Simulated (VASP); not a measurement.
Wanted: the native input for a VASP 6.6.1 run.

```yaml
Task: single point
Functional: PBEsol
Potentials_or_basis: VASP PAW PBE potentials, release 64 (Na_pv, F)
Cutoff: 520 eV
k_mesh: 8 × 8 × 8
Occupations: gaussian, width 0.01 eV
Spin: no spin polarisation
Dipole_correction: no
Further_INCAR_settings: ALGO = Normal; EDIFF = 1e-07; NBANDS = 14
```

The structure of NaF lies in POSCAR:

```
NaF
1.0
    2.2613454512      2.2613454512      0.0000000000
   -2.2613454512      2.2613454512      0.0000000000
    0.0000000000      2.2613454512      2.2613454512
Na F
1 1
Direct
    0.0000000000      0.0000000000      0.0000000000
    0.5000000000      0.5000000000      0.0000000000
```

The input as run:

INCAR

```
SYSTEM = NaF
PREC = Accurate ; ENCUT = 520
EDIFF = 1E-7 ; ISMEAR = 0
SIGMA = 0.01 ; LREAL = .FALSE.
LASPH = .TRUE. ; NELM = 100
ALGO = Normal ; ISIF = 2
LWAVE = .FALSE. ; LCHARG = .FALSE.
GGA = PS ; NBANDS = 14
```

KPOINTS

```
regular mesh
0
G
  8 8 8
  0 0 0
```

Potentials or basis: VASP PAW PBE potentials, release 64 (Na_pv, F).

Launch:

```sh
$ cat potpaw_PBE.64/Na_pv/POTCAR potpaw_PBE.64/F/POTCAR > POTCAR
$ mpirun -np 1 vasp_std > vasp.out
```

It gave:

```
Pressure               : 4.1 GPa
Band gap on the k mesh : 6.56 eV
```

Caveat: the cell stands under pressure; the PAW data sets were made with another functional, which shifts forces and pressure a little.

Wall time 9.9 s on 1 thread of Intel Xeon 8259CL, with other jobs on the host, peak memory 0.13 GiB.
